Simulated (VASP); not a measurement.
# MnSb (Fm-3m) in VASP: a series of runs, part 2 of 2

VASP 6.6.1. The steps go on from the part before.

## (5) Single point, PBE, collinear spin, ferromagnetic start (volume scaled by 0.7)

INCAR

```
  ALGO = Normal
  EDIFF = 1E-6
  ENCUT = 520
  GGA = PE
  ISIF = 2
  ISMEAR = -1
  ISPIN = 2
  LASPH = T
  LCHARG = T
  LELF = T
  LMAXMIX = 4
  LORBIT = 11
  LREAL = F
  LVHAR = T
  LWAVE = F
  MAGMOM = 4 0
  NBANDS = 20
  NELM = 150
  PREC = Accurate
  SIGMA = 0.08
```

KPOINTS

```
k-points
0
Gamma
  12 12 12
```

POSCAR

```
MnSb
1.0
    0.0000000000      2.4817058913      2.4817058913
    2.4817058913      0.0000000000      2.4817058913
    2.4817058913      2.4817058913      0.0000000000
Mn Sb
1 1
Direct
    0.0000000000      0.0000000000      0.0000000000
    0.5000000000      0.5000000000      0.5000000000
```

Potentials or basis: VASP PAW PBE potentials, release 64 (Mn_pv, Sb).

Launch:

```
> cat potpaw_PBE.64/Mn_pv/POTCAR potpaw_PBE.64/Sb/POTCAR > POTCAR
> mpirun -np 1 vasp_std > vasp.out
```

OUTCAR:

```text
EDIFF = 1E-6
   ENCUT = 520
   GGA = PE
   ISIF = 2
   ISMEAR = -1
   ISPIN = 2
   LASPH = T
   LORBIT = 11
   LREAL = F
   NELM = 150
   PREC = Accurate

 ion  position               nearest neighbor table
   1  0.000  0.000  0.000-   2 2.48   2 2.48   2 2.48   2 2.48   2 2.48   2 2.48
   2  0.500  0.500  0.500-   1 2.48   1 2.48   1 2.48   1 2.48   1 2.48   1 2.48

  LATTYP: Found a face centered cubic cell.
 ALAT       =     4.9634117826

  Lattice vectors:

 A1 = (   0.0000000000,   2.4817058913,   2.4817058913)
 A2 = (   2.4817058913,   0.0000000000,   2.4817058913)
 A3 = (   2.4817058913,   2.4817058913,   0.0000000000)

Analysis of symmetry for initial positions (statically):
=====================================================================
 Subroutine PRICEL returns:
 Original cell was already a primitive cell.

 Routine SETGRP: Setting up the symmetry group for a
 face centered cubic supercell.

 Subroutine GETGRP returns: Found 48 space group operations
 (whereof 48 operations were pure point group operations)
 out of a pool of 48 trial point group operations.

The static configuration has the point symmetry O_h .

Analysis of symmetry for dynamics (positions and initial velocities):
=====================================================================
 Subroutine PRICEL returns:
 Original cell was already a primitive cell.

 Routine SETGRP: Setting up the symmetry group for a
 face centered cubic supercell.

 Subroutine GETGRP returns: Found 48 space group operations
 (whereof 48 operations were pure point group operations)
 out of a pool of 48 trial point group operations.

The dynamic configuration has the point symmetry O_h .

Analysis of structural, dynamic, and magnetic symmetry:
=====================================================================
 Subroutine PRICEL returns:
 Original cell was already a primitive cell.

 Routine SETGRP: Setting up the symmetry group for a
 face centered cubic supercell.

 Subroutine GETGRP returns: Found 48 space group operations
[... 146 lines left out ...]
  ---------------------------------------------------
  free energy    TOTEN  =       -11.62537148 eV

  energy without entropy =      -11.57838145  energy(sigma->0) =      -11.60187647

 E-fermi :  12.2597     XC(G=0): -12.3549

 val. band max:       12.2595960860   @ k =   0.5000   0.5000   0.0000
 cond. band min:      12.2626710647   @ k =  -0.2500   0.0833   0.0000
 fundamental gap:      0.0030749787
 Fermi energy:        12.2597093783

 spin component 1

 k-point     1 :       0.0000    0.0000    0.0000
  band No.  band energies     occupation
      1     -36.9439      1.00000
      2     -36.9439      1.00000
      3     -36.9439      1.00000
      4      -1.7050      1.00000
      5       9.5213      1.00000
      6       9.5213      1.00000
[... 541 lines left out ...]
     19      27.7433      0.00000
     20      30.8514      0.00000

 [... further k-points ...]

 spin component 2

 k-point     1 :       0.0000    0.0000    0.0000
  band No.  band energies     occupation
      1     -34.4646      1.00000
      2     -34.4646      1.00000
      3     -34.4646      1.00000
      4      -1.6090      1.00000
      5      11.5786      0.99980
      6      11.5786      0.99980
[... 541 lines left out ...]
     19      28.1605      0.00000
     20      31.0442      0.00000

 [... further k-points ...]

------------------------ aborting loop because EDIFF is reached ----------------------------------------

  FORCE on cell =-STRESS in cart. coord.  units (eV):
  Direction    XX          YY          ZZ          XY          YZ          ZX
  --------------------------------------------------------------------------------------
  -------------------------------------------------------------------------------------
  Total        7.7667704      7.7667704      7.7667704      0.0000000     -0.0000000      0.0000000
  in kB      407.0709568    407.0709568    407.0709568      0.0000000     -0.0000000      0.0000000
  external PRESSURE =     407.0709568 kB  Pullay stress =       0.0000000 kB

 VOLUME and BASIS-vectors are now :
 -----------------------------------------------------------------------------
  energy-cutoff  :      520.00
  volume of cell :       30.57
      direct lattice vectors                 reciprocal lattice vectors
     0.000000000  2.481705891  2.481705891    -0.201474317  0.201474317  0.201474317
     2.481705891  0.000000000  2.481705891     0.201474317 -0.201474317  0.201474317
     2.481705891  2.481705891  0.000000000     0.201474317  0.201474317 -0.201474317

 POSITION                                       TOTAL-FORCE (eV/Angst)
 -----------------------------------------------------------------------------------
      0.00000      0.00000      0.00000         0.000000      0.000000     -0.000000
      2.48171      2.48171      2.48171         0.000000      0.000000      0.000000
 -----------------------------------------------------------------------------------
    total drift:                               -0.000000     -0.000000      0.000000

  FREE ENERGIE OF THE ION-ELECTRON SYSTEM (eV)
  ---------------------------------------------------
  free  energy   TOTEN  =       -11.6253714796 eV

  energy  without entropy=      -11.5783814536  energy(sigma->0) =      -11.60187647

 total charge

# of ion       s       p       d       tot
------------------------------------------
    1        0.346   6.302   5.382  12.029
    2        1.124   1.474   0.102   2.700
--------------------------------------------------
tot          1.470   7.776   5.483  14.729

 magnetization (x)

# of ion       s       p       d       tot
------------------------------------------
    1        0.068   0.025   2.345   2.438
    2       -0.005  -0.074   0.008  -0.071
--------------------------------------------------
tot          0.063  -0.048   2.353   2.367
```

OSZICAR:

```text
N       E                     dE             d eps       ncg     rms          rms(c)
DAV:   1     0.146101049788E+03    0.14610E+03   -0.94206E+03  5784   0.962E+02
DAV:   2    -0.649628458231E+01   -0.15260E+03   -0.14529E+03  5856   0.276E+02
DAV:   3    -0.120700809681E+02   -0.55738E+01   -0.55196E+01  6824   0.582E+01
DAV:   4    -0.121337472127E+02   -0.63666E-01   -0.63648E-01  6572   0.630E+00
DAV:   5    -0.121350550254E+02   -0.13078E-02   -0.13078E-02  6528   0.883E-01    0.140E+01
DAV:   6    -0.123479853760E+02   -0.21293E+00   -0.42738E+00  6360   0.309E+01    0.102E+01
DAV:   7    -0.116423369575E+02    0.70565E+00   -0.20291E+00  6288   0.199E+01    0.407E+00
DAV:   8    -0.116226429886E+02    0.19694E-01   -0.61764E-02  6456   0.232E+00    0.179E+00
DAV:   9    -0.116245796234E+02   -0.19366E-02   -0.60262E-03  6312   0.710E-01    0.576E-01
DAV:  10    -0.116253016434E+02   -0.72202E-03   -0.75378E-04  6460   0.300E-01    0.985E-02
DAV:  11    -0.116253656824E+02   -0.64039E-04   -0.16200E-04  6456   0.111E-01    0.506E-02
DAV:  12    -0.116253701831E+02   -0.45007E-05   -0.14027E-05  6248   0.348E-02    0.258E-02
DAV:  13    -0.116253713345E+02   -0.11514E-05   -0.37332E-06  6372   0.163E-02    0.102E-02
DAV:  14    -0.116253714796E+02   -0.14508E-06   -0.57743E-07  4008   0.500E-03
   1 F= -.11625371E+02 E0= -.11601876E+02  d E =-.469900E-01  mag=     2.4305
```

It took 47 s on 1 thread of Intel Xeon 6975P-C (Granite Rapids), shared host; peak memory 0.22 GiB.

What came out:

```
Free energy                                           : -11.6254 eV
Pressure                                              : 40.7 GPa
Net moment                                            : 2.43 μB per cell
Site moments                                          : Mn +2.44; Sb -0.07 μB
Valence electrons inside the program's atomic spheres : Mn 12.03; Sb 2.70
```

Levels at points of the mesh, in eV from the Fermi level:
Spin up:
```csv
k point,band 8,band 9,band 10,band 11,band 12,band 13
"(0.00, 0.00, 0.00)",-2.19,-2.19,2.63,2.63,2.63,7.94
"(0.50, 0.00, 0.00)",-1.93,-1.93,-1.38,5.28,5.28,5.44
"(0.50, 0.50, 0.00)",-1.71,-1.71,-1.66,-1.66,-0.29,3.60
```
Spin down:
```tsv
k point	band 5	band 6	band 7	band 8	band 9	band 10	band 11	band 12
(0.00, 0.00, 0.00)	-0.68	-0.68	-0.68	-0.48	-0.48	2.70	2.70	2.70
(0.50, 0.00, 0.00)	-7.52	-2.96	-2.96	0.35	0.35	0.85	5.45	6.19
(0.50, 0.50, 0.00)	-6.24	-2.20	-1.58	-1.58	0.00	0.84	0.84	1.25
```

Caveat: spin-orbit coupling is left out, which moves the levels of the heavy elements; a cell with one magnetic atom can't hold antiferromagnetic order, which such compounds often take.

## (6) Overview

| spin | cell | gap on the mesh (eV) | pressure (GPa) |
| --- | --- | --- | --- |
| off | a = 4.030 Å, angles 60.0°, 2 atoms | none | -15.5 |
| off | a = 4.105 Å, angles 60.0°, 2 atoms | none | -16.6 |
| off | a = 4.200 Å, angles 60.0°, 2 atoms | none | -17.3 |
| collinear, ferromagnetic start | a = 3.510 Å, angles 60.0°, 2 atoms | none | 40.7 |

Alike in all rows: task single point; level PBE; potentials or basis VASP PAW PBE potentials, release 64 (Mn_pv, Sb); k mesh 12 × 12 × 12; cutoff (eV) 520; smearing fermi-dirac 0.08 eV.

Caveats: spin-orbit coupling is left out, which moves the levels of the heavy elements; a cell with one magnetic atom can't hold antiferromagnetic order, which such compounds often take (some runs).

Total energies depend on the potentials used, so only differences within one code and one set of settings carry meaning.
